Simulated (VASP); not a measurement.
Set up this calculation in VASP 6.6.1, as the native input.

| Item | Value |
| --- | --- |
| Task | single point |
| Functional | PBEsol |
| Potentials or basis | VASP PAW PBE potentials, release 64 (Zn) |
| Cutoff | 520 eV |
| k mesh | 7 × 7 × 4 |
| Occupations | gaussian, width 0.1 eV |
| Spin | no spin polarisation |
| Dipole correction | no |
| Further INCAR settings | ALGO = Normal; EDIFF = 1e-06; NBANDS = 19 |

The structure of Zn lies in POSCAR:

```
Zn
1.0
    2.4030768390      0.0000000000      0.0000000000
   -1.2015384195      2.0811255898      0.0000000000
    0.0000000000      0.0000000000      4.1443935349
Zn
2
Direct
    0.3333333333      0.6666666667      0.2500000000
    0.6666666667      0.3333333333      0.7500000000
```

One way to write it, as run:

INCAR

```
  PREC = Accurate
  ENCUT = 520
  EDIFF = 1E-6
  ISMEAR = 0
  SIGMA = 0.1
  LREAL = False
  LASPH = True
  NELM = 60
  ALGO = Normal
  ISIF = 2
  LWAVE = False
  LCHARG = False
  GGA = PS
  NBANDS = 19
```

KPOINTS

```
Automatic mesh
0
Gamma
  7 7 4
```

Potentials or basis: VASP PAW PBE potentials, release 64 (Zn).

Launch:

```sh
$ cat potpaw_PBE.64/Zn/POTCAR > POTCAR
$ mpirun -np 1 vasp_std > vasp.out
```

Results of the run:

```json
{
 "Pressure": "61.6 GPa",
 "Band gap on the k mesh": "zero (band 12 reaches 7.55 eV, above the bottom of band 13 at 4.82 eV)"
}
```

Caveat: the k points lie up to 0.43 Å⁻¹ apart; the PAW data sets were made with another functional, which shifts forces and pressure a little.

Wall time 5.8 s on 1 thread of Intel(R) Xeon(R) Platinum 8488C (Sapphire Rapids), with other jobs on the host, peak memory 0.13 GiB.
